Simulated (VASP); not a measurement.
Zn2InGaO5: single point with PBEsol

Zn2InGaO5:

```
Zn In Ga O
1.0
     3.41070    0.00000    0.00000
    -1.70535    2.95375    0.00000
     0.00000    0.00000   23.05937
Zn In Ga O
4 2 2 10
Direct
  0.33333 0.66667 0.63585
  0.33333 0.66667 0.86415
  0.66667 0.33333 0.13585
  0.66667 0.33333 0.36415
  0.00000 0.00000 0.50000
  0.00000 0.00000 0.00000
  0.00000 0.00000 0.75000
  0.00000 0.00000 0.25000
  0.33333 0.66667 0.54775
  0.00000 0.00000 0.66273
  0.33333 0.66667 0.75000
  0.00000 0.00000 0.83727
  0.33333 0.66667 0.95225
  0.66667 0.33333 0.04775
  0.00000 0.00000 0.16273
  0.66667 0.33333 0.25000
  0.00000 0.00000 0.33727
  0.66667 0.33333 0.45225
```

- Program: VASP 6.6.1
- Task: single point
- Functional: PBEsol
- Potentials or basis: VASP PAW PBE potentials, release 64 (Zn, In_d, Ga_d, O)
- Cutoff: 520 eV
- k mesh: 12 × 12 × 2
- Occupations: gaussian, width 0.02 eV
- Spin: no spin polarisation
- Dipole correction: no
- Further INCAR settings: LREAL = Auto; ALGO = Normal; EDIFF = 1e-06; NBANDS = 95

- Pressure: -12.2 GPa
- Largest force: 0.008 eV/Å
- Band gap on the k mesh: 0.92 eV

Forces in eV/Å, atoms in the order of the input:
```
Zn   0.000  0.000  0.005
Zn   0.000  0.000 -0.005
Zn   0.000  0.000  0.005
Zn   0.000  0.000 -0.005
In   0.000  0.000  0.000
In   0.000  0.000  0.000
Ga   0.000  0.000  0.000
Ga   0.000  0.000  0.000
O    0.000  0.000 -0.008
O    0.000  0.000  0.002
O    0.000  0.000  0.000
O    0.000  0.000 -0.002
O    0.000  0.000  0.008
O    0.000  0.000 -0.008
O    0.000  0.000  0.002
O    0.000  0.000  0.000
O    0.000  0.000 -0.002
O    0.000  0.000  0.008
```

Levels at points of the mesh, in eV from the valence-band top:
```csv
k point,band 77,band 78,band 79,band 80,band 81,band 82,band 83,band 84
"(0.00, 0.00, 0.00)",0.00,0.00,0.00,0.00,0.92,1.91,2.14,3.26
"(0.50, 0.00, 0.00)",-0.40,-0.33,-0.18,-0.17,5.05,5.16,5.25,5.36
"(0.00, 0.00, 0.50)",0.00,0.00,0.00,0.00,1.30,1.30,2.78,2.78
"(0.50, 0.00, 0.50)",-0.33,-0.33,-0.17,-0.17,5.09,5.09,5.32,5.32
```

It took 28 min on 1 thread of Intel(R) Xeon(R) Platinum 8488C (Sapphire Rapids), on a shared host, peak memory 0.7 GiB.

Caveat: the cell stands under tension; the PAW data sets were made with another functional, which shifts forces and pressure a little; spin-orbit coupling is left out, which moves the levels of the heavy elements. A k mesh can miss the band edges.
